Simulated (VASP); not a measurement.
Write the native input for VASP 6.6.1 that does the following.

```
Task                   : single point
Functional             : PBEsol
Potentials or basis    : VASP PAW PBE potentials, release 64 (Ag, Cl)
Cutoff                 : 520 eV
k mesh                 : 9 × 9 × 9
Occupations            : fermi-dirac, width 0.01 eV
Spin                   : no spin polarisation
Dipole correction      : no
Further INCAR settings : ALGO = Normal; EDIFF = 1e-06; NBANDS = 16
```

The structure of AgCl lies in POSCAR:

```
AgCl
1.0
    3.4339730000      0.0171698650      0.0171698650
    0.0171698650      3.4339730000      0.0171698650
    0.0171698650      0.0171698650      3.4339730000
Ag Cl
1 1
Direct
    0.0000000000      0.0000000000      0.0000000000
    0.5000000000      0.5000000000      0.5000000000
```

This cell differs from its parent crystal: equal xy, yz and zx shear strains of +1 %.

One way to write it, as run:

INCAR

```
SYSTEM = AgCl
ALGO = Normal ; EDIFF = 1E-6
ENCUT = 520 ; GGA = PS
ISIF = 2 ; ISMEAR = -1
LASPH = .True. ; LCHARG = .True.
LELF = .True. ; LREAL = .False.
LVHAR = .True. ; LWAVE = .False.
NBANDS = 16 ; NELM = 80
PREC = Accurate ; SIGMA = 0.01
```

KPOINTS

```
k-points
0
Gamma
  9 9 9
  0 0 0
```

Potentials or basis: VASP PAW PBE potentials, release 64 (Ag, Cl).

The run is started by

```bash
$ cat potpaw_PBE.64/Ag/POTCAR potpaw_PBE.64/Cl/POTCAR > POTCAR
$ mpirun -np 1 vasp_std > vasp.out
```

Results of the run:

* Pressure: -4.7 GPa
* Band gap on the k mesh: 0.41 eV, indirect (least direct gap 1.89 eV)

Caveat: the cell differs from its parent crystal (equal xy, yz and zx shear strains of +1 %); the PAW data sets were made with another functional, which shifts forces and pressure a little.

Run time: 40 s on 1 thread of Intel Xeon 6975P-C (shared host), peak memory 0.19 GiB.
